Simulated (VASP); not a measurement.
The system is TiGe4Mo.

```
CELL_PARAMETERS angstrom
2.50326 -4.36434 0.00000
2.50326 4.36434 0.00000
0.00000 0.00000 5.00651
ATOMIC_POSITIONS crystal
Ti 0.00000 0.00000 0.00000
Ge 0.66167 0.33833 0.00000
Ge 0.16167 0.83833 0.50000
Ge 0.33833 0.66167 0.00000
Ge 0.83833 0.16167 0.50000
Mo 0.50000 0.50000 0.50000
```

| Quantity | Value |
| --- | --- |
| Program | VASP 6.6.1 |
| Task | relaxation of cell and atoms |
| Functional | PBE |
| Potentials or basis | VASP PAW PBE potentials, release 64 (Ti_sv, Ge_d, Mo_sv) |
| Cutoff | 600 eV |
| k mesh | 4 × 4 × 4 |
| Occupations | gaussian, width 0.1 eV |
| Spin | no spin polarisation |

At the start: pressure -13.8 GPa; volume 18.23 Å³/atom.

Question: How do energy, volume and symmetry change on relaxing?

Answer: Over 9 steps the energy falls by 123.9 meV/atom and the volume is 15.76 Å³/atom (-13.5 %); space group Cmmm (No. 65, to 0.05 Å).

Step by step:
| step | energy change (eV) | largest force (eV/Å) | pressure (GPa) | volume (Å³) |
| --- | --- | --- | --- | --- |
| 1 | 0.0000 | 0.2647 | -13.84 | 109.39 |
| 2 | -0.3311 | 0.6755 | 16.24 | 86.30 |
| 3 | -0.7271 | 0.3193 | -0.12 | 94.98 |
| 4 | -0.7270 | 0.3301 | 0.22 | 94.71 |
| 5 | -0.7405 | 0.1605 | 0.30 | 94.51 |
| 6 | -0.7412 | 0.1202 | 0.28 | 94.46 |
| 7 | -0.7427 | 0.0477 | -0.28 | 94.81 |
| 8 | -0.7427 | 0.0432 | -0.30 | 94.84 |
| 9 | -0.7432 | 0.0069 | -0.02 | 94.57 |

Final structure:
```yaml
crystal:
  lattice:
    - [2.37238, -4.20205, 0.00000]
    - [2.37238, 4.20205, 0.00000]
    - [0.00000, 0.00000, 4.74344]
  atoms:
    - { symbol: Ti, position: [0.00000, 0.00000, 0.00000] }
    - { symbol: Ge, position: [0.66502, 0.33498, 0.00000] }
    - { symbol: Ge, position: [0.16093, 0.83907, 0.50000] }
    - { symbol: Ge, position: [0.33498, 0.66502, 0.00000] }
    - { symbol: Ge, position: [0.83907, 0.16093, 0.50000] }
    - { symbol: Mo, position: [0.50000, 0.50000, 0.50000] }
```

Caveat: the k points lie up to 0.38 Å⁻¹ apart in the final cell.
